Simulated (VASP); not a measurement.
Input of a VASP 6.6.1 run:

File INCAR:

```
SYSTEM = WC
ALGO = Normal
EDIFF = 1E-7
ENCUT = 520
GGA = PE
ISIF = 2
ISMEAR = 0
LASPH = .True.
LCHARG = .False.
LREAL = .False.
LWAVE = .False.
NBANDS = 16
NELM = 80
PREC = Accurate
SIGMA = 0.1
```

The input KPOINTS:

```
k-points
0
Gamma
  18 18 14
  0 0 0
```

POSCAR

```
WC
1.0
    2.9531600252      0.0000000000      0.0000000000
   -1.4765800126      2.5575116033      0.0000000000
    0.0000000000      0.0000000000      2.8702764238
W C
1 1
Direct
    0.0000000000      0.0000000000      0.0000000000
    0.6666666667      0.3333333333      0.5000000000
```

Potentials or basis: VASP PAW PBE potentials, release 64 (W_sv, C).

Run with:

```bash
$ cat potpaw_PBE.64/W_sv/POTCAR potpaw_PBE.64/C/POTCAR > POTCAR
$ mpirun -np 1 vasp_std > vasp.out
```

Q: Estimate the band gap on the k mesh.

A: Zero (bands 9 and 10 overlap by 1.18 eV).

Q: Estimate the pressure.

A: -9.7 GPa.

Stress tensor (GPa, compression positive):
```
-9.75  0.00  0.00
 0.00 -9.75  0.00
 0.00  0.00 -9.48
```

Caveat: the cell stands under tension; spin-orbit coupling is left out, which moves the levels of the heavy elements.
